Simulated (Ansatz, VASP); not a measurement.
# One calculation of TlH4, two programs

INCAR

```
ALGO = Normal
EDIFF = 1E-7
EDIFFG = -0.04
ENCUT = 600
GGA = PE
IBRION = 2
ISIF = 3
ISMEAR = 0
LASPH = T
LCHARG = F
LREAL = F
LWAVE = F
NELM = 60
NSW = 90
PREC = Accurate
SIGMA = 0.1
```

File KPOINTS:

```
k-points
0
Gamma
  4 4 2
```

The input POSCAR:

```
TlH4
1.0
    3.9002657431      0.0000000000      0.0000000000
   -0.3450542426      4.0800237578      0.0000000000
   -0.8287795591     -0.6595447811      7.7527763574
Tl H
2 8
Direct
    0.4315168206      0.4594344861      0.2054895806
    0.4541760673      0.4855645786      0.7244322221
    0.2120710658      0.0021243623      0.1419738500
    0.8944905435      0.0108952192      0.4080416518
    0.5133643971      0.5395664001      0.9645584735
    0.4447342533      0.4796701790      0.4798134396
    0.7074447385      0.0358503832      0.3900158413
    0.4415902178      0.9870622209      0.7163829300
    0.9401654619      0.5266377944      0.2269766394
    0.9604464341      0.4731943761      0.7423153718
```

Input for Ansatz:

```yaml
crystal:
  lattice:
    - [3.9002657431, 0.0, 0.0]
    - [-0.3450542426, 4.0800237578, 0.0]
    - [-0.8287795591, -0.6595447811, 7.7527763574]
  atoms:
    - { symbol: Tl, position: [0.4315168206, 0.4594344861, 0.2054895806] }
    - { symbol: Tl, position: [0.4541760673, 0.4855645786, 0.7244322221] }
    - { symbol: H, position: [0.2120710658, 0.0021243623, 0.14197385] }
    - { symbol: H, position: [0.8944905435, 0.0108952192, 0.4080416518] }
    - { symbol: H, position: [0.5133643971, 0.5395664001, 0.9645584735] }
    - { symbol: H, position: [0.4447342533, 0.479670179, 0.4798134396] }
    - { symbol: H, position: [0.7074447385, 0.0358503832, 0.3900158413] }
    - { symbol: H, position: [0.4415902178, 0.9870622209, 0.71638293] }
    - { symbol: H, position: [0.9401654619, 0.5266377944, 0.2269766394] }
    - { symbol: H, position: [0.9604464341, 0.4731943761, 0.7423153718] }
basis:
  ecutwfc: 420
kpoints:
  mp_grid: { grid: [4, 4, 2] }
hamiltonian:
  xc: pbe
scf:
  occupations: { method: gaussian, width: 0.1 }
  lower_state_search: "off"
output:
  forces: true
  stress: true
  eigenvalues: true
relax:
  adjacent_minimum: "off"
  f_tol: 0.04
  max_steps: 70
  cell: { stress_tol: 0.4 }
```

Change from the starting cell: the structure that the rattled cell fell into.

Alike in both runs: task relaxation of cell and atoms; functional PBE; k mesh 4 × 4 × 2; occupations gaussian, width 0.1 eV; no spin polarisation.

|  | VASP | Ansatz |
| --- | --- | --- |
| version | VASP 6.6.1 | Ansatz 0.2.0 |
| potentials or method | VASP PAW PBE potentials, release 64 (Tl_d, H), cutoff 600 eV | scalar-relativistic, plane waves, PAW |
| valence electrons in the cell | 34 | 34 |

|  | VASP | Ansatz | Ansatz less VASP |
| --- | --- | --- | --- |
| gap on the k mesh at the Fermi level, each at its own relaxed structure (eV) | none | none | - |
| relaxed volume (Å³/atom) | 12.59 | 12.59 | +0.001 |
| relaxed length of the cell vector where the two differ most in proportion (Å) | 3.978 | 3.975 | -0.0028 |

A gap of «none» marks a metal or a gap that the smearing closes.

The k mesh is coarse, so the values compare programs but aren't converged. Spin-orbit coupling is off throughout.
